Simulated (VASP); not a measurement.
# HfO2 (Fm-3m) in VASP: notebook, part 2 of 2

VASP 6.6.1. Earlier steps stand in the parts before.

## Step 4: Single point, LDA (9.80 Å³/atom)

This run uses another cell than the first one, of 9.80 Å³/atom.

File INCAR:

```
SYSTEM = HfO2
ALGO     = Normal         ! electronic algorithm
EDIFF    = 1E-6           ! SCF threshold, eV
ENCUT    = 600            ! plane-wave cutoff, eV
GGA      = CA             ! functional
GGA_COMPAT= .FALSE.      
ISIF     = 2              ! what is computed and relaxed
ISMEAR   = 0              ! smearing method
LASPH    = .TRUE.         ! aspherical terms in the spheres
LCHARG   = .TRUE.         ! write CHGCAR
LELF     = .TRUE.         ! ELF
LREAL    = .FALSE.        ! projectors in reciprocal space
LVHAR    = .TRUE.       
LWAVE    = .FALSE.        ! write WAVECAR
NBANDS   = 18             ! bands
NELM     = 120            ! most SCF steps
PREC     = Accurate       ! precision mode
SIGMA    = 0.02           ! smearing width, eV
```

File KPOINTS:

```
k-points
0
G
  8 8 8
  0 0 0
```

File POSCAR:

```
HfO2
1.0
    0.0000000000      2.4498296994      2.4498296994
    2.4498296994      0.0000000000      2.4498296994
    2.4498296994      2.4498296994      0.0000000000
Hf O
1 2
Direct
    0.0000000000      0.0000000000      0.0000000000
    0.7500000000      0.7500000000      0.7500000000
    0.2500000000      0.2500000000      0.2500000000
```

Potentials or basis: VASP PAW LDA potentials, release 64 (Hf_pv, O).

Started as:

```
$ cat potpaw_LDA.64/Hf_pv/POTCAR potpaw_LDA.64/O/POTCAR > POTCAR
$ mpirun -np 1 vasp_std > vasp.out
```

OUTCAR:

```text
SYSTEM = HfO2
   EDIFF = 1E-6
   ENCUT = 600
   GGA = CA
   ISIF = 2
   ISMEAR = 0
   LASPH = .TRUE.
   LREAL = .FALSE.
   NELM = 120
   PREC = Accurate

 ion  position               nearest neighbor table
   1  0.000  0.000  0.000-   2 2.12   2 2.12   2 2.12   3 2.12   3 2.12   3 2.12   3 2.12   2 2.12

   2  0.750  0.750  0.750-   1 2.12   1 2.12   1 2.12   1 2.12
   3  0.250  0.250  0.250-   1 2.12   1 2.12   1 2.12   1 2.12

  LATTYP: Found a face centered cubic cell.
 ALAT       =     4.8996593988

  Lattice vectors:

 A1 = (   0.0000000000,   2.4498296994,   2.4498296994)
 A2 = (   2.4498296994,   0.0000000000,   2.4498296994)
 A3 = (   2.4498296994,   2.4498296994,   0.0000000000)

Analysis of symmetry for initial positions (statically):
=====================================================================
 Subroutine PRICEL returns:
 Original cell was already a primitive cell.

 Routine SETGRP: Setting up the symmetry group for a
 face centered cubic supercell.

 Subroutine GETGRP returns: Found 48 space group operations
 (whereof 48 operations were pure point group operations)
 out of a pool of 48 trial point group operations.

The static configuration has the point symmetry O_h .

Analysis of symmetry for dynamics (positions and initial velocities):
=====================================================================
 Subroutine PRICEL returns:
 Original cell was already a primitive cell.

 Routine SETGRP: Setting up the symmetry group for a
 face centered cubic supercell.

 Subroutine GETGRP returns: Found 48 space group operations
 (whereof 48 operations were pure point group operations)
 out of a pool of 48 trial point group operations.

The dynamic configuration has the point symmetry O_h .

 Subroutine INISYM returns: Found 48 space group operations
 (whereof 48 operations are pure point group operations),
 and found     1 'primitive' translations

----------------------------------------------------------------------------------------

                                     Primitive cell

  volume of cell :      29.4061

  direct lattice vectors                    reciprocal lattice vectors
     0.000000000  2.449829699  2.449829699    -0.204095819  0.204095819  0.204095819
     2.449829699  0.000000000  2.449829699     0.204095819 -0.204095819  0.204095819
     2.449829699  2.449829699  0.000000000     0.204095819  0.204095819 -0.204095819

  length of vectors
     3.464582386  3.464582386  3.464582386     0.353504329  0.353504329  0.353504329

  position of ions in fractional coordinates (direct lattice)
     0.000000000  0.000000000  0.000000000
     0.750000000  0.750000000  0.750000000
     0.250000000  0.250000000  0.250000000

  ion indices of the primitive-cell ions
   primitive index   ion index
                 1           1
                 2           2
                 3           3

----------------------------------------------------------------------------------------

 KPOINTS: k-points

Automatic generation of k-mesh.
 Grid dimensions read from file:
 generate k-points for:    8    8    8

 Generating k-lattice:

  Cartesian coordinates                     Fractional coordinates (reciprocal lattice)
    -0.025511977  0.025511977  0.025511977     0.125000000  0.000000000  0.000000000
     0.025511977 -0.025511977  0.025511977     0.000000000  0.125000000  0.000000000
     0.025511977  0.025511977 -0.025511977     0.000000000  0.000000000  0.125000000

  Length of vectors
     0.044188041  0.044188041  0.044188041

  Shift w.r.t. Gamma in fractional coordinates (k-lattice)
     0.000000000  0.000000000  0.000000000

 Subroutine IBZKPT returns following result:
 ===========================================

 Found     29 irreducible k-points:

 Following reciprocal coordinates:
            Coordinates               Weight
  0.000000  0.000000  0.000000      1.000000
  0.125000  0.000000  0.000000      8.000000
  0.250000  0.000000  0.000000      8.000000
  0.375000  0.000000  0.000000      8.000000
  0.500000  0.000000  0.000000      4.000000
  0.125000  0.125000  0.000000      6.000000
[... 16 lines left out ...]
  0.500000  0.250000  0.125000     48.000000
 -0.375000  0.250000  0.125000     24.000000
 [... further k-points ...]
   k-points           NKPTS =     29   k-points in BZ     NKDIM =     29   number of bands    NBANDS=     18
   number of dos      NEDOS =    301   number of ions     NIONS =      3
   total plane-waves  NPLWV =  21952
   dimension x,y,z NGX =    28 NGY =   28 NGZ =   28
   dimension x,y,z NGXF=    56 NGYF=   56 NGZF=   56
   ions per type =               1   2
   NGX,Y,Z   is equivalent  to a cutoff of  13.44, 13.44, 13.44 a.u.
   NGXF,Y,Z  is equivalent  to a cutoff of  26.87, 26.87, 26.87 a.u.
 SYSTEM =  HfO2
   PREC   = accura    normal or accurate (medium, high low for compatibility)
   ISTART =      0    job   : 0-new  1-cont  2-samecut
   ICHARG =      2    charge: 1-file 2-atom 10-const
   ISPIN  =      1    spin polarized calculation?
   LNONCOLLINEAR =      F non collinear calculations
   LSORBIT =      F    spin-orbit coupling
   LASPH  =      T    aspherical Exc in radial PAW
   ENCUT  =  600.0 eV  44.10 Ry    6.64 a.u.   6.92  6.92  6.92*2*pi/ulx,y,z
   NELM   =    120;   NELMIN=  2; NELMDL= -5     # of ELM steps
   EDIFF  = 0.1E-05   stopping-criterion for ELM
   LREAL  =      F    real-space projection
   EDIFFG = 0.1E-04   stopping-criterion for IOM
   NSW    =      0    number of steps for IOM
   IBRION =     -1    ionic relax: 0-MD 1-quasi-New 2-CG
   NFREE  =      0    steps in history (QN), initial steepest desc. (CG)
   ISIF   =      2    stress and relaxation
   ISYM   =      2    0-nonsym 1-usesym 2-fastsym
   POTIM  = 0.5000    time-step for ionic-motion
   TEBEG  =    0.0;   TEEND  =   0.0 temperature during run
   PSTRESS=    0.0 pullay stress
   NELECT =      22.0000    total number of electrons
   NUPDOWN=      -1.0000    fix difference up-down
   EMIN   =  10.00;   EMAX   =-10.00  energy-range for DOS
   EFERMI =   0.00;   METHOD = LEGACY
   ISMEAR =     0;   SIGMA  =   0.02  broadening in eV -4-tet -1-fermi 0-gaus
   EFERMI_NEDOS =   21; number of points for ismear=-14 and -15
   IALGO  =     38    algorithm
   IMIX   =      4    mixing-type and parameters
     AMIX     =   0.40;   BMIX     =  1.00
     AMIX_MAG =   1.60;   BMIX_MAG =  1.00
  volume/ion in A,a.u.               =       9.80        66.15
  Fermi-wavevector in a.u.,A,eV,Ry     =   1.486175  2.808463 30.051391  2.208715
  Thomas-Fermi vector in A             =   2.599494
   LORBIT       =      0    0 simple, 1 ext, 2 COOP (PROOUT), +10 PAW based schemes
   GGA     = CA    functional components
   LHFCALC =     F    Hartree Fock is set to
   AEXX    =    0.0000 exact exchange contribution
   IVDW    =     0    specifies the selected vdW correction
   LEPSILON=     F    determine dielectric tensor
   LRPA    =     F    only Hartree local field effects (RPA)
 non-spin polarized calculation
 Gauss-broadening in eV      SIGMA  =   0.02
  energy-cutoff  :      600.00
  volume of cell :       29.41
 maximum number of plane-waves:       995
   NGX = 13   NGY = 13   NGZ = 13

 number of electron      22.0000009 magnetization

 Free energy of the ion-electron system (eV)
  ---------------------------------------------------
  ext. energy  EPLUGINS =         0.00000000
  ---------------------------------------------------
  free energy    TOTEN  =       -33.00258342 eV

  energy without entropy =      -33.00258342  energy(sigma->0) =      -33.00258342

 E-fermi :   5.1076     XC(G=0): -12.8565

 val. band max:        4.9896018420   @ k =   0.5000   0.5000   0.0000
 cond. band min:       8.8539722202   @ k =   0.5000   0.5000   0.0000
 fundamental gap:      3.8643703782
 Fermi energy:         5.1076473124

 k-point     1 :       0.0000    0.0000    0.0000
  band No.  band energies     occupation
      1     -24.0608      2.00000
      2     -24.0608      2.00000
      3     -24.0608      2.00000
      4     -14.1551      2.00000
      5     -10.4470      2.00000
      6      -1.0861      2.00000
[... 10 lines left out ...]
     17      16.7035      0.00000
     18      18.1963      0.00000
[... 466 lines left out ...]
      2     -24.3503      2.00000
      3     -24.1875      2.00000
      4     -12.2077      2.00000
      5     -11.3863      2.00000
      6      -0.4352      2.00000
[... 10 lines left out ...]
     17      16.4399      0.00000
     18      18.1740      0.00000

 [... further k-points ...]

------------------------ aborting loop because EDIFF is reached ----------------------------------------

  FORCE on cell =-STRESS in cart. coord.  units (eV):
  Direction    XX          YY          ZZ          XY          YZ          ZX
  --------------------------------------------------------------------------------------
  -------------------------------------------------------------------------------------
  Total        2.8994938      2.8994938      2.8994938      0.0000000      0.0000000     -0.0000000
  in kB      157.9774448    157.9774448    157.9774448      0.0000000      0.0000000     -0.0000000
  external PRESSURE =     157.9774448 kB  Pullay stress =       0.0000000 kB

 VOLUME and BASIS-vectors are now :
 -----------------------------------------------------------------------------
  energy-cutoff  :      600.00
  volume of cell :       29.41
      direct lattice vectors                 reciprocal lattice vectors
     0.000000000  2.449829699  2.449829699    -0.204095819  0.204095819  0.204095819
     2.449829699  0.000000000  2.449829699     0.204095819 -0.204095819  0.204095819
     2.449829699  2.449829699  0.000000000     0.204095819  0.204095819 -0.204095819

 POSITION                                       TOTAL-FORCE (eV/Angst)
 -----------------------------------------------------------------------------------
      0.00000      0.00000      0.00000         0.000000      0.000000      0.000000
      3.67474      3.67474      3.67474        -0.000000     -0.000000     -0.000000
      1.22491      1.22491      1.22491         0.000000      0.000000     -0.000000
 -----------------------------------------------------------------------------------
    total drift:                                0.000000      0.000000      0.000000

  FREE ENERGIE OF THE ION-ELECTRON SYSTEM (eV)
  ---------------------------------------------------
  free  energy   TOTEN  =       -33.0025834174 eV

  energy  without entropy=      -33.0025834174  energy(sigma->0) =      -33.00258342
```

It took 25 s on 1 thread of Intel Xeon Platinum 8259CL at 2.50GHz (Skylake/Cascade Lake), shared host; peak memory 0.15 GiB.

What came out:

| Item | Value |
| --- | --- |
| Free energy | -33.0026 eV |
| Pressure | 15.8 GPa |
| Band gap on the k mesh | 3.86 eV |

Caveat: the cell stands under pressure; spin-orbit coupling is left out, which moves the levels of the heavy elements. A k mesh can miss the band edges.

## Step 5: Single point, LDA

This run uses another cell than the first one, of 10.43 Å³/atom.

File INCAR:

```
SYSTEM = HfO2
PREC     = Accurate       ! precision mode
ENCUT    = 600            ! plane-wave cutoff, eV
EDIFF    = 1E-6           ! SCF threshold, eV
ISMEAR   = 0              ! smearing method
SIGMA    = 0.02           ! smearing width, eV
LREAL    = .FALSE.        ! projectors in reciprocal space
LASPH    = .TRUE.         ! aspherical terms in the spheres
NELM     = 120            ! most SCF steps
ALGO     = Normal         ! electronic algorithm
ISIF     = 2              ! what is computed and relaxed
LWAVE    = .FALSE.        ! write WAVECAR
LCHARG   = .TRUE.         ! write CHGCAR
LELF     = .TRUE.         ! ELF
LVHAR    = .TRUE.       
NBANDS   = 18             ! bands
GGA_COMPAT= .FALSE.
```

File KPOINTS:

```
regular mesh
0
G
  8 8 8
  0 0 0
```

File POSCAR:

```
HfO2
1.0
    0.0000000000      2.5008824417      2.5008824417
    2.5008824417      0.0000000000      2.5008824417
    2.5008824417      2.5008824417      0.0000000000
Hf O
1 2
Direct
    0.0000000000      0.0000000000      0.0000000000
    0.7500000000      0.7500000000      0.7500000000
    0.2500000000      0.2500000000      0.2500000000
```

Started as:

```
$ cat potpaw_LDA.64/Hf_pv/POTCAR potpaw_LDA.64/O/POTCAR > POTCAR
$ mpirun -np 1 vasp_std > vasp.out
```

It took 17 s on 1 thread of Intel Xeon Platinum 8259CL at 2.50GHz (Skylake/Cascade Lake), shared host; peak memory 0.15 GiB.

The run converged. Its results:

```yaml
Free_energy: -33.0738 eV
Pressure: -3.6 GPa
Band_gap_on_the_k_mesh: 3.70 eV
```

Levels at points of the mesh, in eV from the valence-band top:
| k point | band 8 | band 9 | band 10 | band 11 | band 12 | band 13 | band 14 | band 15 |
| --- | --- | --- | --- | --- | --- | --- | --- | --- |
| (0.00, 0.00, 0.00) | -5.66 | -0.63 | -0.63 | -0.63 | 3.78 | 3.78 | 6.02 | 10.89 |
| (0.50, 0.00, 0.00) | -3.13 | -2.85 | -1.88 | -1.88 | 4.57 | 4.57 | 7.33 | 8.93 |
| (0.50, 0.50, 0.00) | -3.57 | -1.62 | -1.62 | 0.00 | 3.70 | 5.54 | 6.97 | 8.45 |

Caveat: the cell stands under tension; spin-orbit coupling is left out, which moves the levels of the heavy elements. A k mesh can miss the band edges.

## Step 6: Single point, LDA (10.11 Å³/atom)

This run uses another cell than the first one, of 10.11 Å³/atom.

File INCAR:

```
PREC     = Accurate       # precision mode
ENCUT    = 600            # plane-wave cutoff, eV
EDIFF    = 1E-6           # SCF threshold, eV
ISMEAR   = 0              # smearing method
SIGMA    = 0.02           # smearing width, eV
LREAL    = False          # projectors in reciprocal space
LASPH    = True           # aspherical terms in the spheres
NELM     = 120            # most SCF steps
ALGO     = Normal         # electronic algorithm
ISIF     = 2              # what is computed and relaxed
LWAVE    = False          # write WAVECAR
LCHARG   = False          # write CHGCAR
NBANDS   = 18             # bands
GGA_COMPAT= False
```

File KPOINTS:

```
regular mesh
0
Gamma
  8 8 8
```

File POSCAR:

```
HfO2
1.0
    0.0000000000      2.4756192757      2.4756192757
    2.4756192757      0.0000000000      2.4756192757
    2.4756192757      2.4756192757      0.0000000000
Hf O
1 2
Direct
    0.0000000000      0.0000000000      0.0000000000
    0.7500000000      0.7500000000      0.7500000000
    0.2500000000      0.2500000000      0.2500000000
```

Potentials or basis: VASP PAW LDA potentials, release 64 (Hf_pv, O).

Started as:

```
$ cat potpaw_LDA.64/Hf_pv/POTCAR potpaw_LDA.64/O/POTCAR > POTCAR
$ mpirun -np 1 vasp_std > vasp.out
```

It took 21 s on 1 thread of Intel Xeon Platinum 8259CL at 2.50GHz (Skylake/Cascade Lake), shared host; peak memory 0.15 GiB.

The run converged. Its results:

```
Free energy            : -33.0665 eV
Pressure               : 5.3 GPa
Band gap on the k mesh : 3.78 eV
```

Levels at points of the mesh, in eV from the valence-band top:
| k point | band 8 | band 9 | band 10 | band 11 | band 12 | band 13 | band 14 | band 15 |
| --- | --- | --- | --- | --- | --- | --- | --- | --- |
| (0.00, 0.00, 0.00) | -5.86 | -0.65 | -0.65 | -0.65 | 3.84 | 3.84 | 6.26 | 11.29 |
| (0.50, 0.00, 0.00) | -3.17 | -2.92 | -1.92 | -1.92 | 4.68 | 4.68 | 7.63 | 9.02 |
| (0.50, 0.50, 0.00) | -3.64 | -1.68 | -1.68 | 0.00 | 3.78 | 5.71 | 7.27 | 8.72 |

Caveat: the cell stands under pressure; spin-orbit coupling is left out, which moves the levels of the heavy elements.

## Step 7: Overview

```csv
cell,k mesh,smearing,gap on the mesh (eV),pressure (GPa)
"a = 3.558 Å, angles 60.0°, 3 atoms",6 × 6 × 6,gaussian 0.1 eV,3.65,-8.4
"a = 3.427 Å, angles 60.0°, 3 atoms",8 × 8 × 8,gaussian 0.02 eV,3.95,28.1
"a = 3.465 Å, angles 60.0°, 3 atoms",8 × 8 × 8,gaussian 0.02 eV,3.86,15.8
"a = 3.537 Å, angles 60.0°, 3 atoms",8 × 8 × 8,gaussian 0.02 eV,3.70,-3.6
"a = 3.501 Å, angles 60.0°, 3 atoms",8 × 8 × 8,gaussian 0.02 eV,3.78,5.3
```

Alike in all rows: task single point; level LDA; potentials or basis VASP PAW LDA potentials, release 64 (Hf_pv, O); no spin polarisation; cutoff (eV) 600.

Caveats: spin-orbit coupling is left out, which moves the levels of the heavy elements; the cell stands under pressure (at least some runs); the cell stands under tension (at least some runs).

Absolute energies hang on the potentials; compare differences alone.
